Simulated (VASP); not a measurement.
# Ge in VASP: notebook

Runs on Ge. Level: HSE06. Tasks: single point.

All numbers are computed with VASP 6.6.1; they aren't measurements. Logs are shortened: lines on timing, memory, paths and dates and some standing lists are left out, and cuts for length are marked.

## (1) The cell of the first run

It takes space group R-3m (No. 166, trigonal). The conventional cell has a = 4.073 Å, b = 4.073 Å, c = 9.977 Å, α = 90.00°, β = 90.00°, γ = 120.00°. Within 3.2 Å of Ge (site symmetry 3m) lie 4 Ge at 2.43 to 2.51 Å.

## (2) Single point, HSE06

POSCAR

```
Ge
1.0
    0.0000000000      2.8800000000      2.8800000000
    2.8800000000      0.0000000000      2.8800000000
    2.8800000000      2.8800000000      0.0000000000
Ge
2
Direct
    0.0060140653      0.0060140653      0.0060140653
    0.2500000000      0.2500000000      0.2500000000
```

INCAR.step1

```
  ALGO = Normal
  EDIFF = 1E-5
  ENCUT = 520
  GGA = PE
  ISIF = 2
  ISMEAR = -1
  LASPH = T
  LCHARG = F
  LREAL = F
  LWAVE = T
  NBANDS = 21
  NELM = 60
  PREC = Accurate
  SIGMA = 0.05
```

INCAR.step2

```
  ALGO = Normal
  EDIFF = 1E-6
  ENCUT = 520
  GGA = PE
  HFSCREEN = 0.2079
  ISIF = 2
  ISMEAR = -1
  ISTART = 1
  LASPH = T
  LCHARG = F
  LHFCALC = T
  LREAL = F
  LWAVE = F
  NBANDS = 21
  NELM = 60
  PREC = Accurate
  PRECFOCK = Normal
  SIGMA = 0.05
```

KPOINTS

```
k-points
0
Gamma
  4 4 4
```

Potentials or basis: VASP PAW PBE potentials, release 64 (Ge_d).

Started as:

```bash
$ cat potpaw_PBE.64/Ge_d/POTCAR > POTCAR
$ cp INCAR.step1 INCAR
$ mpirun -np 1 vasp_std > vasp.out
$ cp INCAR.step2 INCAR
$ mpirun -np 1 vasp_std > vasp.out
```

OUTCAR:

```text
EDIFF = 1E-6
   ENCUT = 520
   GGA = PE
   HFSCREEN = 0.2079
   ISIF = 2
   ISMEAR = -1
   ISTART = 1
   LASPH = T
   LHFCALC = T
   LREAL = F
   NELM = 60
   PREC = Accurate
   PRECFOCK = Normal

 ion  position               nearest neighbor table
   1  0.006  0.006  0.006-   2 2.43   2 2.51   2 2.51   2 2.51
   2  0.250  0.250  0.250-   1 2.43   1 2.51   1 2.51   1 2.51

  LATTYP: Found a face centered cubic cell.
 ALAT       =     5.7600000000

  Lattice vectors:

 A1 = (   0.0000000000,   2.8800000000,   2.8800000000)
 A2 = (   2.8800000000,   0.0000000000,   2.8800000000)
 A3 = (   2.8800000000,   2.8800000000,   0.0000000000)

Analysis of symmetry for initial positions (statically):
=====================================================================
 Subroutine PRICEL returns:
 Original cell was already a primitive cell.

 Routine SETGRP: Setting up the symmetry group for a
 face centered cubic supercell.

 Subroutine GETGRP returns: Found 12 space group operations
 (whereof  6 operations were pure point group operations)
 out of a pool of 48 trial point group operations.

The static configuration has the point symmetry C_3v.
 The point group associated with its full space group is D_3d.

Analysis of symmetry for dynamics (positions and initial velocities):
=====================================================================
 Subroutine PRICEL returns:
 Original cell was already a primitive cell.

 Routine SETGRP: Setting up the symmetry group for a
 face centered cubic supercell.

 Subroutine GETGRP returns: Found 12 space group operations
 (whereof  6 operations were pure point group operations)
 out of a pool of 48 trial point group operations.

The dynamic configuration has the point symmetry C_3v.
 The point group associated with its full space group is D_3d.

 Subroutine INISYM returns: Found 12 space group operations
 (whereof  6 operations are pure point group operations),
 and found     1 'primitive' translations

----------------------------------------------------------------------------------------

                                     Primitive cell

  volume of cell :      47.7757

  direct lattice vectors                    reciprocal lattice vectors
     0.000000000  2.880000000  2.880000000    -0.173611111  0.173611111  0.173611111
     2.880000000  0.000000000  2.880000000     0.173611111 -0.173611111  0.173611111
     2.880000000  2.880000000  0.000000000     0.173611111  0.173611111 -0.173611111

  length of vectors
     4.072935060  4.072935060  4.072935060     0.300703265  0.300703265  0.300703265

  position of ions in fractional coordinates (direct lattice)
     0.006014065  0.006014065  0.006014065
     0.250000000  0.250000000  0.250000000

  ion indices of the primitive-cell ions
   primitive index   ion index
                 1           1
                 2           2

----------------------------------------------------------------------------------------

 KPOINTS: k-points

Automatic generation of k-mesh.
 Grid dimensions read from file:
 generate k-points for:    4    4    4

 Generating k-lattice:

  Cartesian coordinates                     Fractional coordinates (reciprocal lattice)
    -0.043402778  0.043402778  0.043402778     0.250000000  0.000000000  0.000000000
     0.043402778 -0.043402778  0.043402778     0.000000000  0.250000000  0.000000000
     0.043402778  0.043402778 -0.043402778     0.000000000  0.000000000  0.250000000

  Length of vectors
     0.075175816  0.075175816  0.075175816

  Shift w.r.t. Gamma in fractional coordinates (k-lattice)
     0.000000000  0.000000000  0.000000000

 Subroutine IBZKPT returns following result:
 ===========================================

 Found     13 irreducible k-points:

 Following reciprocal coordinates:
            Coordinates               Weight
  0.000000  0.000000  0.000000      1.000000
  0.250000  0.000000  0.000000      6.000000
  0.250000  0.250000  0.250000      2.000000
  0.500000  0.000000  0.000000      3.000000
  0.500000  0.500000  0.500000      1.000000
  0.250000  0.250000  0.000000      6.000000
  0.500000  0.250000  0.000000     12.000000
  0.250000  0.250000 -0.250000      6.000000
  0.500000  0.250000  0.500000      6.000000
 -0.250000  0.250000  0.000000      6.000000
  0.250000  0.250000  0.500000      6.000000
  0.500000  0.500000  0.000000      3.000000
 -0.250000  0.500000  0.250000      6.000000
   k-points           NKPTS =     13   k-points in BZ     NKDIM =     64   number of bands    NBANDS=     21
   number of dos      NEDOS =    301   number of ions     NIONS =      2
   total plane-waves  NPLWV =  27000
   dimension x,y,z NGX =    30 NGY =   30 NGZ =   30
   dimension x,y,z NGXF=    60 NGYF=   60 NGZF=   60
   ions per type =               2
   NGX,Y,Z   is equivalent  to a cutoff of  12.25, 12.25, 12.25 a.u.
   NGXF,Y,Z  is equivalent  to a cutoff of  24.49, 24.49, 24.49 a.u.
 SYSTEM =  unknown system
   PREC   = accura    normal or accurate (medium, high low for compatibility)
   ISTART =      1    job   : 0-new  1-cont  2-samecut
   ICHARG =      0    charge: 1-file 2-atom 10-const
   ISPIN  =      1    spin polarized calculation?
   LNONCOLLINEAR =      F non collinear calculations
   LSORBIT =      F    spin-orbit coupling
   LASPH  =      T    aspherical Exc in radial PAW
   ENCUT  =  520.0 eV  38.22 Ry    6.18 a.u.   7.57  7.57  7.57*2*pi/ulx,y,z
   NELM   =     60;   NELMIN=  2; NELMDL=  0     # of ELM steps
   EDIFF  = 0.1E-05   stopping-criterion for ELM
   LREAL  =      F    real-space projection
   EDIFFG = 0.1E-04   stopping-criterion for IOM
   NSW    =      0    number of steps for IOM
   IBRION =     -1    ionic relax: 0-MD 1-quasi-New 2-CG
   NFREE  =      0    steps in history (QN), initial steepest desc. (CG)
   ISIF   =      2    stress and relaxation
   ISYM   =      3    0-nonsym 1-usesym 2-fastsym
   POTIM  = 0.5000    time-step for ionic-motion
   TEBEG  =    0.0;   TEEND  =   0.0 temperature during run
   PSTRESS=    0.0 pullay stress
   NELECT =      28.0000    total number of electrons
   NUPDOWN=      -1.0000    fix difference up-down
   EMIN   =  10.00;   EMAX   =-10.00  energy-range for DOS
   EFERMI =   0.00;   METHOD = LEGACY
   ISMEAR =    -1;   SIGMA  =   0.05  broadening in eV -4-tet -1-fermi 0-gaus
   EFERMI_NEDOS =   21; number of points for ismear=-14 and -15
   IALGO  =     38    algorithm
   IMIX   =      1    mixing-type and parameters
     AMIX     =   0.40;   BMIX     =  1.00
     AMIX_MAG =   1.60;   BMIX_MAG =  1.00
  volume/ion in A,a.u.               =      23.89       161.20
  Fermi-wavevector in a.u.,A,eV,Ry     =   1.370014  2.588951 25.537299  1.876939
  Thomas-Fermi vector in A             =   2.495838
   LORBIT       =      0    0 simple, 1 ext, 2 COOP (PROOUT), +10 PAW based schemes
   GGA     = PE    functional components
   LHFCALC =     T    Hartree Fock is set to
   PRECFOCK=normal    Normal, Fast or Accurate (Low or Medium for compatibility)
   ENCUT4O =  -1.0   cutoff for four orbital integrals eV
   NKREDX  =     1    reduce k-point grid by
   NKREDY  =     1    reduce k-point grid by
   NKREDZ  =     1    reduce k-point grid by
   AEXX    =    0.2500 exact exchange contribution
   HFSCREEN=    0.2079 screening length (either q_TF or 0.3 A-1)
   HFSCREENC=   0.2079 screening length for correlation (either q_TF or 0.3 A-1)
   ENCUTFOCK=  -1.0 apply spherical cutoff to Coloumb kernel
   IVDW    =     0    specifies the selected vdW correction
   LEPSILON=     F    determine dielectric tensor
   LRPA    =     F    only Hartree local field effects (RPA)
 non-spin polarized calculation
  energy-cutoff  :      520.00
  volume of cell :       47.78
 maximum number of plane-waves:      1305
  NGX = 24; NGY = 24; NGZ = 24

 number of electron      27.9999994 magnetization

 Free energy of the ion-electron system (eV)
  ---------------------------------------------------
  ext. energy  EPLUGINS =         0.00000000
  ---------------------------------------------------
  free energy    TOTEN  =       -10.42118696 eV

  energy without entropy =      -10.41966350  energy(sigma->0) =      -10.42042523

 E-fermi :   4.4878     XC(G=0):  -8.0089

 val. band max:        4.3613719889   @ k =   0.0000   0.0000   0.0000
 cond. band min:       4.5775044462   @ k =   0.0000   0.0000   0.0000
 fundamental gap:      0.2161324573
 Fermi energy:         4.4878008359

 k-point     1 :       0.0000    0.0000    0.0000
  band No.  band energies     occupation
      1     -23.7042      2.00000
      2     -23.6827      2.00000
      3     -23.6827      2.00000
      4     -23.6568      2.00000
      5     -23.6568      2.00000
      6     -23.4811      2.00000
[... 13 lines left out ...]
     20      14.3921      0.00000
     21      14.3921      0.00000

 k-point     2 :       0.2500    0.0000    0.0000
  band No.  band energies     occupation
      1     -23.7176      2.00000
      2     -23.6971      2.00000
      3     -23.6749      2.00000
      4     -23.6348      2.00000
      5     -23.6329      2.00000
      6     -23.4970      2.00000
[... 13 lines left out ...]
     20      13.2441      0.00000
     21      13.3265      0.00000

 k-point     3 :       0.2500    0.2500    0.2500
  band No.  band energies     occupation
      1     -23.7051      2.00000
      2     -23.7051      2.00000
      3     -23.7047      2.00000
      4     -23.6261      2.00000
      5     -23.6261      2.00000
      6     -23.5046      2.00000
[... 13 lines left out ...]
     20      13.1407      0.00000
     21      13.1407      0.00000
[... 193 lines left out ...]
 k-point    12 :       0.5000    0.5000    0.0000
  band No.  band energies     occupation
      1     -23.7301      2.00000
      2     -23.7160      2.00000
      3     -23.6459      2.00000
      4     -23.6395      2.00000
      5     -23.5659      2.00000
      6     -23.5500      2.00000
[... 13 lines left out ...]
     20      16.6451      0.00000
     21      17.7046      0.00000

 k-point    13 :      -0.2500    0.5000    0.2500
  band No.  band energies     occupation
      1     -23.7429      2.00000
      2     -23.7240      2.00000
      3     -23.6164      2.00000
      4     -23.6027      2.00000
      5     -23.5684      2.00000
      6     -23.5596      2.00000
[... 13 lines left out ...]
     20      16.0702      0.00000
     21      17.8744      0.00000

------------------------ aborting loop because EDIFF is reached ----------------------------------------

  FORCE on cell =-STRESS in cart. coord.  units (eV):
  Direction    XX          YY          ZZ          XY          YZ          ZX
  --------------------------------------------------------------------------------------
  -------------------------------------------------------------------------------------
  Total       -0.6911279     -0.6911279     -0.6911279      0.2597816      0.2597816      0.2597816
  in kB      -23.1772318    -23.1772318    -23.1772318      8.7118741      8.7118741      8.7118741
  external PRESSURE =     -23.1772318 kB  Pullay stress =       0.0000000 kB

 VOLUME and BASIS-vectors are now :
 -----------------------------------------------------------------------------
  energy-cutoff  :      520.00
  volume of cell :       47.78
      direct lattice vectors                 reciprocal lattice vectors
     0.000000000  2.880000000  2.880000000    -0.173611111  0.173611111  0.173611111
     2.880000000  0.000000000  2.880000000     0.173611111 -0.173611111  0.173611111
     2.880000000  2.880000000  0.000000000     0.173611111  0.173611111 -0.173611111

 POSITION                                       TOTAL-FORCE (eV/Angst)
 -----------------------------------------------------------------------------------
      0.03464      0.03464      0.03464        -0.435808     -0.435808     -0.435808
      1.44000      1.44000      1.44000         0.435808      0.435808      0.435808
 -----------------------------------------------------------------------------------
    total drift:                                0.000095      0.000095      0.000094

  FREE ENERGIE OF THE ION-ELECTRON SYSTEM (eV)
  ---------------------------------------------------
  free  energy   TOTEN  =       -10.4211869567 eV

  energy  without entropy=      -10.4196634999  energy(sigma->0) =      -10.42042523
```

Wall time 38 min (1 thread of Intel Xeon 8259CL, shared host); peak memory 0.28 GiB.

What came out:

| Quantity | Value |
| --- | --- |
| Free energy | -10.4212 eV |
| Pressure | -2.3 GPa |
| Largest force | 0.755 eV/Å |
| Band gap on the k mesh | 0.22 eV |

Forces on the atoms (eV/Å):
```
Ge  -0.436 -0.436 -0.436
Ge   0.436  0.436  0.436
```

Stress tensor (GPa, compression positive):
```
-2.32  0.87  0.87
 0.87 -2.32  0.87
 0.87  0.87 -2.32
```

Caveat: the k points lie up to 0.47 Å⁻¹ apart; the PAW data sets were made with another functional, which shifts forces and pressure a little. A k mesh can miss the band edges.

## (3) Single point, HSE06

This run uses another cell than the first one, of 24.84 Å³/atom.

POSCAR

```
Ge
1.0
    0.0000000000      2.9178990830      2.9178990830
    2.9178990830      0.0000000000      2.9178990830
    2.9178990830      2.9178990830      0.0000000000
Ge
2
Direct
    0.0000000000      0.0000000000      0.0000000000
    0.2500000000      0.2500000000      0.2500000000
```

INCAR.step1

```
SYSTEM = Ge
PREC = Accurate ; ENCUT = 520
EDIFF = 1E-5 ; ISMEAR = -1
SIGMA = 0.05 ; LREAL = .False.
LASPH = .True. ; NELM = 80
ALGO = Normal ; ISIF = 2
LWAVE = .True. ; LCHARG = .False.
NBANDS = 21 ; GGA = PE
```

INCAR.step2

```
SYSTEM = Ge
PREC = Accurate ; ENCUT = 520
EDIFF = 1E-7 ; ISMEAR = -1
SIGMA = 0.05 ; LREAL = .False.
LASPH = .True. ; NELM = 80
ALGO = Normal ; ISIF = 2
LWAVE = .False. ; LCHARG = .False.
GGA = PE ; LHFCALC = .True.
HFSCREEN = 0.2079 ; PRECFOCK = Normal
NBANDS = 21 ; ISTART = 1
```

KPOINTS

```
regular mesh
0
Gamma
  4 4 4
  0 0 0
```

Potentials or basis: VASP PAW PBE potentials, release 64 (Ge_d).

Started as:

```bash
$ cat potpaw_PBE.64/Ge_d/POTCAR > POTCAR
$ cp INCAR.step1 INCAR
$ mpirun -np 1 vasp_std > vasp.out
$ cp INCAR.step2 INCAR
$ mpirun -np 1 vasp_std > vasp.out
```

OUTCAR:

```text
SYSTEM = Ge
   PREC = Accurate
   ENCUT = 520
   EDIFF = 1E-7
   ISMEAR = -1
   LREAL = .False.
   LASPH = .True.
   NELM = 80
   ISIF = 2
   GGA = PE
   LHFCALC = .True.
   HFSCREEN = 0.2079
   PRECFOCK = Normal
   ISTART = 1

 ion  position               nearest neighbor table
   1  0.000  0.000  0.000-   2 2.53   2 2.53   2 2.53   2 2.53
   2  0.250  0.250  0.250-   1 2.53   1 2.53   1 2.53   1 2.53

  LATTYP: Found a face centered cubic cell.
 ALAT       =     5.8357981660

  Lattice vectors:
[... 370 lines left out ...]

------------------------ aborting loop because EDIFF is reached ----------------------------------------

  FORCE on cell =-STRESS in cart. coord.  units (eV):
  Direction    XX          YY          ZZ          XY          YZ          ZX
  --------------------------------------------------------------------------------------
  -------------------------------------------------------------------------------------
  Total       -1.2100199     -1.2100199     -1.2100199     -0.0000000      0.0000000     -0.0000000
  in kB      -39.0177581    -39.0177581    -39.0177581     -0.0000000      0.0000000     -0.0000000
  external PRESSURE =     -39.0177581 kB  Pullay stress =       0.0000000 kB

 VOLUME and BASIS-vectors are now :
 -----------------------------------------------------------------------------
  energy-cutoff  :      520.00
  volume of cell :       49.69
      direct lattice vectors                 reciprocal lattice vectors
     0.000000000  2.917899083  2.917899083    -0.171356166  0.171356166  0.171356166
     2.917899083  0.000000000  2.917899083     0.171356166 -0.171356166  0.171356166
     2.917899083  2.917899083  0.000000000     0.171356166  0.171356166 -0.171356166

 POSITION                                       TOTAL-FORCE (eV/Angst)
 -----------------------------------------------------------------------------------
      0.00000      0.00000      0.00000        -0.000000     -0.000000     -0.000000
      1.45895      1.45895      1.45895         0.000000      0.000000      0.000000
 -----------------------------------------------------------------------------------
    total drift:                               -0.000001     -0.000000     -0.000001

  FREE ENERGIE OF THE ION-ELECTRON SYSTEM (eV)
  ---------------------------------------------------
  free  energy   TOTEN  =       -10.4028170016 eV

  energy  without entropy=      -10.3994937531  energy(sigma->0) =      -10.40115538
```

OSZICAR.step1:

```text
N       E                     dE             d eps       ncg     rms          rms(c)
DAV:   1     0.184442758573E+03    0.18444E+03   -0.14726E+04   372   0.348E+03
DAV:   2     0.172984048483E+02   -0.16714E+03   -0.16256E+03   336   0.577E+02
DAV:   3    -0.799814300693E+01   -0.25297E+02   -0.25138E+02   391   0.139E+02
DAV:   4    -0.884727871378E+01   -0.84914E+00   -0.84808E+00   391   0.295E+01
DAV:   5    -0.886205695276E+01   -0.14778E-01   -0.14778E-01   369   0.421E+00    0.288E+00
DAV:   6    -0.881544813796E+01    0.46609E-01   -0.19092E-02   404   0.143E+00    0.171E+00
DAV:   7    -0.879188672882E+01    0.23561E-01   -0.42754E-02   359   0.190E+00    0.144E-01
DAV:   8    -0.879399886616E+01   -0.21121E-02   -0.61542E-03   356   0.985E-01    0.423E-02
DAV:   9    -0.879419133812E+01   -0.19247E-03   -0.26711E-04   381   0.226E-01    0.162E-02
DAV:  10    -0.879422549103E+01   -0.34153E-04   -0.58504E-05   292   0.796E-02    0.542E-03
DAV:  11    -0.879422783992E+01   -0.23489E-05   -0.10111E-05   292   0.537E-02
   1 F= -.87942278E+01 E0= -.87912585E+01  d E =-.593877E-02
```

It took 30 min on 1 thread of Intel Xeon 8259CL, shared host; peak memory 0.28 GiB.

Results:

* Free energy: -10.4028 eV
* Pressure: -3.9 GPa
* Band gap on the k mesh: zero (filled and empty bands touch)

Levels at points of the mesh, in eV from the Fermi level:
| k point | band 12 | band 13 | band 14 | band 15 | band 16 | band 17 |
| --- | --- | --- | --- | --- | --- | --- |
| (0.00, 0.00, 0.00) | -0.12 | -0.04 | -0.04 | -0.04 | 3.12 | 3.12 |
| (0.50, 0.00, 0.00) | -7.90 | -1.43 | -1.43 | 0.48 | 4.34 | 4.34 |
| (0.50, 0.50, 0.00) | -9.39 | -3.07 | -3.07 | 1.34 | 1.34 | 9.95 |

Caveat: the k points lie up to 0.47 Å⁻¹ apart; the PAW data sets were made with another functional, which shifts forces and pressure a little.

The gap in the log of VASP goes by the Fermi energy; the results here count the filled bands.